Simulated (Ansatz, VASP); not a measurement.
# GeW: VASP and Ansatz over several settings

```
CELL_PARAMETERS angstrom
0.00000 2.57761 2.57761
2.57761 0.00000 2.57761
2.57761 2.57761 0.00000
ATOMIC_POSITIONS crystal
Ge 0.50000 0.50000 0.50000
W 0.00000 0.00000 0.00000
```

Single points on this cell with VASP 6.6.1 and Ansatz 0.2.0. Each row is one pair of runs. Alike in all rows: spin: off; k mesh: 9 × 9 × 9; VASP's potentials, cutoff: VASP PAW PBE potentials, release 64 (Ge_d, W_sv), 520 eV; Ansatz's potentials, cutoff: Ansatz PAW, 420 eV.

| level | smearing | gap on the k mesh at the Fermi level (eV), VASP | gap on the k mesh at the Fermi level (eV), Ansatz | pressure (GPa), VASP | pressure (GPa), Ansatz |
| --- | --- | --- | --- | --- | --- |
| PBE | gaussian, width 0.019 eV | none | none | 0.4 | 0.2 |
| PBE | gaussian, width 0.02 eV | none | none | 0.4 | 0.2 |
| PBE | gaussian, width 0.021 eV | none | none | 0.4 | 0.2 |
| PBE | gaussian, width 0.022 eV | none | none | 0.4 | 0.2 |
| PBE | gaussian, width 0.023 eV | none | none | 0.4 | 0.2 |
| PBE | gaussian, width 0.024 eV | none | ? | 0.4 | ? |

Question: Fill in what Ansatz gave in row 6.

Answer: gap on the k mesh at the Fermi level (eV): none; pressure (GPa): 0.2.

A gap of «none» marks a metal or a gap that the smearing closes.

Neither program's run includes spin-orbit coupling.
